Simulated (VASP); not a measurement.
# CaMg (P4mm) in VASP: notebook

The runs below take CaMg through single point, with LDA.

Everything below comes from runs of VASP 6.6.1. Logs are shortened: lines on timing, memory, paths and dates and some standing lists are left out, and cuts for length are marked.

## 1. The cell of the first run

Symmetry: P4mm, No. 99, tetragonal system. Conventional cell: a = 3.858 Å, b = 3.858 Å, c = 3.858 Å, α = 90.00°, β = 90.00°, γ = 90.00°. Within 4.2 Å of Ca (site symmetry 4mm) lie 8 Mg at 3.22 to 3.47 Å and 6 Ca at 3.86 Å. Within 4.2 Å of Mg (site symmetry 4mm) lie 8 Ca at 3.22 to 3.47 Å and 6 Mg at 3.86 Å.

## 2. Single point, LDA (atoms displaced along a vibrational mode)

Input file INCAR:

```
SYSTEM = CaMg
PREC = Accurate
ENCUT = 520
EDIFF = 1E-6
ISMEAR = 0
SIGMA = 0.15
LREAL = .False.
LASPH = .True.
NELM = 60
ALGO = Fast
ISIF = 2
LWAVE = .False.
LCHARG = .True.
LELF = .True.
LVHAR = .True.
NBANDS = 13
```

Input file KPOINTS:

```
regular mesh
0
Gamma
  12 12 12
  0 0 0
```

Input file POSCAR:

```
CaMg
1.0
    3.8582716525      0.0000000000      0.0000000000
    0.0000000000      3.8582716525      0.0000000000
    0.0000000000      0.0000000000      3.8582716525
Ca Mg
1 1
Direct
    0.0213764553      0.0000000000      0.0000000000
    0.4647510564      0.5000000000      0.5000000000
```

Potentials or basis: VASP PAW LDA potentials, release 64 (Ca_sv, Mg).

Run with:

```
cat potpaw_LDA.64/Ca_sv/POTCAR potpaw_LDA.64/Mg/POTCAR > POTCAR
mpirun -np 1 vasp_std > vasp.out
```

OUTCAR:

```text
SYSTEM = CaMg
   PREC = Accurate
   ENCUT = 520
   EDIFF = 1E-6
   ISMEAR = 0
   LREAL = .False.
   LASPH = .True.
   NELM = 60
   ISIF = 2

 ion  position               nearest neighbor table
   1  0.021  0.000  0.000-   2 3.22   2 3.22   2 3.22   2 3.22
   2  0.465  0.500  0.500-   1 3.22   1 3.22   1 3.22   1 3.22

  LATTYP: Found a simple cubic cell.
 ALAT       =     3.8582716525

  Lattice vectors:

 A1 = (   3.8582716525,   0.0000000000,   0.0000000000)
 A2 = (   0.0000000000,   3.8582716525,   0.0000000000)
 A3 = (   0.0000000000,   0.0000000000,   3.8582716525)

Analysis of symmetry for initial positions (statically):
=====================================================================
 Subroutine PRICEL returns:
 Original cell was already a primitive cell.

 Routine SETGRP: Setting up the symmetry group for a
 simple cubic supercell.

 Subroutine GETGRP returns: Found  8 space group operations
 (whereof  8 operations were pure point group operations)
 out of a pool of 48 trial point group operations.

The static configuration has the point symmetry C_4v.

Analysis of symmetry for dynamics (positions and initial velocities):
=====================================================================
 Subroutine PRICEL returns:
 Original cell was already a primitive cell.

 Routine SETGRP: Setting up the symmetry group for a
 simple cubic supercell.

 Subroutine GETGRP returns: Found  8 space group operations
 (whereof  8 operations were pure point group operations)
 out of a pool of 48 trial point group operations.

The dynamic configuration has the point symmetry C_4v.

 Subroutine INISYM returns: Found  8 space group operations
 (whereof  8 operations are pure point group operations),
 and found     1 'primitive' translations

----------------------------------------------------------------------------------------

                                     Primitive cell

  volume of cell :      57.4352

  direct lattice vectors                    reciprocal lattice vectors
     3.858271653  0.000000000  0.000000000     0.259183409  0.000000000  0.000000000
     0.000000000  3.858271653  0.000000000     0.000000000  0.259183409  0.000000000
     0.000000000  0.000000000  3.858271653     0.000000000  0.000000000  0.259183409

  length of vectors
     3.858271653  3.858271653  3.858271653     0.259183409  0.259183409  0.259183409

  position of ions in fractional coordinates (direct lattice)
     0.021376455  0.000000000  0.000000000
     0.464751056  0.500000000  0.500000000

  ion indices of the primitive-cell ions
   primitive index   ion index
                 1           1
                 2           2

----------------------------------------------------------------------------------------

 KPOINTS: regular mesh

Automatic generation of k-mesh.
 Grid dimensions read from file:
 generate k-points for:   12   12   12

 Generating k-lattice:

  Cartesian coordinates                     Fractional coordinates (reciprocal lattice)
     0.021598617  0.000000000  0.000000000     0.083333333  0.000000000  0.000000000
     0.000000000  0.021598617  0.000000000     0.000000000  0.083333333  0.000000000
     0.000000000  0.000000000  0.021598617     0.000000000  0.000000000  0.083333333

  Length of vectors
     0.021598617  0.021598617  0.021598617

  Shift w.r.t. Gamma in fractional coordinates (k-lattice)
     0.000000000  0.000000000  0.000000000

 Subroutine IBZKPT returns following result:
 ===========================================

 Found    196 irreducible k-points:

 Following reciprocal coordinates:
            Coordinates               Weight
  0.000000  0.000000  0.000000      1.000000
  0.083333  0.000000  0.000000      2.000000
  0.000000  0.083333  0.000000      4.000000
  0.166667  0.000000  0.000000      2.000000
  0.000000  0.166667  0.000000      4.000000
  0.250000  0.000000  0.000000      2.000000
[... 16 lines left out ...]
  0.000000  0.333333  0.083333      8.000000
  0.083333  0.000000  0.333333      8.000000
 [... further k-points ...]
   k-points           NKPTS =    196   k-points in BZ     NKDIM =    196   number of bands    NBANDS=     13
   number of dos      NEDOS =    301   number of ions     NIONS =      2
   total plane-waves  NPLWV =  27000
   dimension x,y,z NGX =    30 NGY =   30 NGZ =   30
   dimension x,y,z NGXF=    60 NGYF=   60 NGZF=   60
   ions per type =               1   1
   NGX,Y,Z   is equivalent  to a cutoff of  12.93, 12.93, 12.93 a.u.
   NGXF,Y,Z  is equivalent  to a cutoff of  25.85, 25.85, 25.85 a.u.
 SYSTEM =  CaMg
   PREC   = accura    normal or accurate (medium, high low for compatibility)
   ISTART =      0    job   : 0-new  1-cont  2-samecut
   ICHARG =      2    charge: 1-file 2-atom 10-const
   ISPIN  =      1    spin polarized calculation?
   LNONCOLLINEAR =      F non collinear calculations
   LSORBIT =      F    spin-orbit coupling
   LASPH  =      T    aspherical Exc in radial PAW
   ENCUT  =  520.0 eV  38.22 Ry    6.18 a.u.   7.17  7.17  7.17*2*pi/ulx,y,z
   NELM   =     60;   NELMIN=  2; NELMDL= -5     # of ELM steps
   EDIFF  = 0.1E-05   stopping-criterion for ELM
   LREAL  =      F    real-space projection
   EDIFFG = 0.1E-04   stopping-criterion for IOM
   NSW    =      0    number of steps for IOM
   IBRION =     -1    ionic relax: 0-MD 1-quasi-New 2-CG
   NFREE  =      0    steps in history (QN), initial steepest desc. (CG)
   ISIF   =      2    stress and relaxation
   ISYM   =      2    0-nonsym 1-usesym 2-fastsym
   POTIM  = 0.5000    time-step for ionic-motion
   TEBEG  =    0.0;   TEEND  =   0.0 temperature during run
   PSTRESS=    0.0 pullay stress
   NELECT =      12.0000    total number of electrons
   NUPDOWN=      -1.0000    fix difference up-down
   EMIN   =  10.00;   EMAX   =-10.00  energy-range for DOS
   EFERMI =   0.00;   METHOD = LEGACY
   ISMEAR =     0;   SIGMA  =   0.15  broadening in eV -4-tet -1-fermi 0-gaus
   EFERMI_NEDOS =   21; number of points for ismear=-14 and -15
   IALGO  =     68    algorithm
   IMIX   =      4    mixing-type and parameters
     AMIX     =   0.40;   BMIX     =  1.00
     AMIX_MAG =   1.60;   BMIX_MAG =  1.00
  volume/ion in A,a.u.               =      28.72       193.80
  Fermi-wavevector in a.u.,A,eV,Ry     =   0.971425  1.835726 12.839353  0.943666
  Thomas-Fermi vector in A             =   2.101641
   LORBIT       =      0    0 simple, 1 ext, 2 COOP (PROOUT), +10 PAW based schemes
   GGA     = CA    functional components
   LHFCALC =     F    Hartree Fock is set to
   AEXX    =    0.0000 exact exchange contribution
   IVDW    =     0    specifies the selected vdW correction
   LEPSILON=     F    determine dielectric tensor
   LRPA    =     F    only Hartree local field effects (RPA)
 non-spin polarized calculation
 RMM-DIIS sequential band-by-band and
 Gauss-broadening in eV      SIGMA  =   0.15
  energy-cutoff  :      520.00
  volume of cell :       57.44
 maximum number of plane-waves:      1568
 NGX is ok and might be reduce to    30
   NGX = 15   NGY = 15   NGZ = 15

 number of electron      12.0000002 magnetization

 Free energy of the ion-electron system (eV)
  ---------------------------------------------------
  ext. energy  EPLUGINS =         0.00000000
  ---------------------------------------------------
  free energy    TOTEN  =        -4.23098151 eV

  energy without entropy =       -4.21170180  energy(sigma->0) =       -4.22134166

 E-fermi :   2.3517     XC(G=0):  -8.6572

 val. band max:        2.3496655867   @ k =   0.3333   0.3333   0.0000
 cond. band min:       2.3519922936   @ k =   0.1667   0.0000   0.2500
 fundamental gap:      0.0023267069
 Fermi energy:         2.3516594529

 k-point     1 :       0.0000    0.0000    0.0000
  band No.  band energies     occupation
      1     -38.4860      2.00000
      2     -19.7670      2.00000
      3     -19.7669      2.00000
      4     -19.7669      2.00000
      5      -2.9671      2.00000
      6       3.2640      0.00000
      7       3.2652      0.00000
      8       6.2224      0.00000
      9       6.2224      0.00000
     10       6.2641      0.00000
     11       6.7578      0.00000
     12       6.7621      0.00000
     13       6.7621      0.00000

 k-point     2 :       0.0833    0.0000    0.0000
  band No.  band energies     occupation
      1     -38.4856      2.00000
      2     -19.7738      2.00000
      3     -19.7663      2.00000
      4     -19.7663      2.00000
      5      -2.8897      2.00000
      6       3.1639      0.00000
      7       3.3061      0.00000
      8       5.9269      0.00000
      9       5.9269      0.00000
     10       6.2764      0.00000
     11       6.5398      0.00000
     12       7.1042      0.00000
     13       7.1042      0.00000

 k-point     3 :       0.0000    0.0833    0.0000
  band No.  band energies     occupation
      1     -38.4856      2.00000
      2     -19.7737      2.00000
      3     -19.7664      2.00000
      4     -19.7663      2.00000
      5      -2.8893      2.00000
      6       3.1656      0.00000
      7       3.3057      0.00000
      8       5.9087      0.00000
      9       5.9507      0.00000
     10       6.2914      0.00000
     11       6.4625      0.00000
     12       7.1083      0.00000
     13       7.1714      0.00000
[... 305 lines left out ...]
 k-point    23 :       0.0000    0.3333    0.0833
  band No.  band energies     occupation
      1     -38.4808      2.00000
      2     -19.8416      2.00000
      3     -19.7668      2.00000
      4     -19.7599      2.00000
      5      -1.7032      2.00000
      6       1.3877      2.00000
      7       3.7524      0.00000
      8       4.7072      0.00000
      9       4.9546      0.00000
     10       6.2848      0.00000
     11       6.6181      0.00000
     12       8.4489      0.00000
     13       9.0371      0.00000

 k-point    24 :       0.0833    0.0000    0.3333
  band No.  band energies     occupation
      1     -38.4808      2.00000
      2     -19.8417      2.00000
      3     -19.7669      2.00000
      4     -19.7597      2.00000
      5      -1.7033      2.00000
      6       1.3876      2.00000
      7       3.7526      0.00000
      8       4.7629      0.00000
      9       4.8929      0.00000
     10       6.2851      0.00000
     11       6.6149      0.00000
     12       8.4676      0.00000
     13       9.1051      0.00000

 [... further k-points ...]

------------------------ aborting loop because EDIFF is reached ----------------------------------------

  FORCE on cell =-STRESS in cart. coord.  units (eV):
  Direction    XX          YY          ZZ          XY          YZ          ZX
  --------------------------------------------------------------------------------------
  -------------------------------------------------------------------------------------
  Total       -0.0458240      0.1480073      0.1480073      0.0000000      0.0000000      0.0000000
  in kB       -1.2782787      4.1287199      4.1287199      0.0000000      0.0000000      0.0000000
  external PRESSURE =       2.3263870 kB  Pullay stress =       0.0000000 kB

 VOLUME and BASIS-vectors are now :
 -----------------------------------------------------------------------------
  energy-cutoff  :      520.00
  volume of cell :       57.44
      direct lattice vectors                 reciprocal lattice vectors
     3.858271653  0.000000000  0.000000000     0.259183409  0.000000000  0.000000000
     0.000000000  3.858271653  0.000000000     0.000000000  0.259183409  0.000000000
     0.000000000  0.000000000  3.858271653     0.000000000  0.000000000  0.259183409

 POSITION                                       TOTAL-FORCE (eV/Angst)
 -----------------------------------------------------------------------------------
      0.08248      0.00000      0.00000        -0.548044      0.000000     -0.000000
      1.79314      1.92914      1.92914         0.548044     -0.000000      0.000000
 -----------------------------------------------------------------------------------
    total drift:                                0.000685      0.000000      0.000000

  FREE ENERGIE OF THE ION-ELECTRON SYSTEM (eV)
  ---------------------------------------------------
  free  energy   TOTEN  =        -4.2309815123 eV

  energy  without entropy=       -4.2117017998  energy(sigma->0) =       -4.22134166
```

It took 2.4 min on 1 thread of Intel Xeon 6975P-C (Granite Rapids), shared host; peak memory 0.27 GiB.

What came out:

- Free energy: -4.2310 eV
- Pressure: 0.2 GPa
- Largest force: 0.548 eV/Å
- Band gap on the k mesh: zero (bands 6 and 7 overlap by 1.29 eV)

Forces on the atoms (eV/Å):
```
Ca  -0.548  0.000  0.000
Mg   0.548  0.000  0.000
```

Stress tensor (GPa, compression positive):
```
-0.13  0.00  0.00
 0.00  0.41  0.00
 0.00  0.00  0.41
```

Levels at points of the mesh, in eV from the Fermi level:
```csv
k point,band 4,band 5,band 6,band 7,band 8,band 9
"(0.00, 0.00, 0.00)",-22.12,-5.32,0.91,0.91,3.87,3.87
"(0.50, 0.00, 0.00)",-22.11,-3.00,-2.46,1.69,2.33,2.33
"(0.00, 0.50, 0.00)",-22.11,-2.95,-2.50,1.70,2.29,2.34
"(0.50, 0.50, 0.00)",-22.10,-1.94,-0.27,-0.23,0.36,2.85
"(0.00, 0.50, 0.50)",-22.10,-1.96,-0.23,-0.23,0.34,2.92
"(0.50, 0.50, 0.50)",-22.19,-0.42,-0.37,-0.37,1.65,2.94
```

Caveat: the cell differs from its parent crystal (atoms displaced along a vibrational mode).

(Part 1 of 2 ends here.)
